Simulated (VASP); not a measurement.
CsMn:

```
Cs Mn
1.0
     3.91600    0.00000    0.00000
     0.00000    3.91600    0.00000
     0.00000    0.00000    3.91600
Cs Mn
1 1
Direct
  0.00000 0.00000 0.00000
  0.50000 0.50000 0.50000
```

| Quantity | Value |
| --- | --- |
| Program | VASP 6.6.1 |
| Task | relaxation of cell and atoms |
| Functional | PBE |
| Potentials or basis | VASP PAW PBE potentials, release 64 (Cs_sv, Mn_pv) |
| Cutoff | 500 eV |
| k mesh | 4 × 4 × 4 |
| Occupations | gaussian, width 0.1 eV |
| Spin | collinear spin, ferromagnetic start |
| Starting moments | [0.0, 4.61] μB |

At the start: pressure 6.1 GPa; volume 30.03 Å³/atom.

Question: How do energy, volume and symmetry change on relaxing?

Answer: Over 5 steps the energy falls by 200.0 meV/atom and the volume is 46.34 Å³/atom (+54.3 %); space group Pm-3m (No. 221, to 0.05 Å); moment 4.50 μB per cell.

The path:
```tsv
step	energy change (eV)	largest force (eV/Å)	pressure (GPa)	volume (Å³)
1	0.0000	0.0000	6.06	60.05
2	-0.2713	0.0000	2.58	70.47
3	-0.3803	0.0000	0.65	81.98
4	-0.3941	0.0000	0.29	87.08
5	-0.4000	0.0000	0.01	92.68
```

Final structure:
```yaml
crystal:
  lattice:
    - [4.52553, 0.00000, 0.00000]
    - [0.00000, 4.52553, 0.00000]
    - [0.00000, 0.00000, 4.52553]
  atoms:
    - { symbol: Cs, position: [0.00000, 0.00000, 0.00000] }
    - { symbol: Mn, position: [0.50000, 0.50000, 0.50000] }
```

Caveat: the k points lie up to 0.35 Å⁻¹ apart in the final cell; the volume moved by over 15 % at a fixed basis, so the end points are rough.
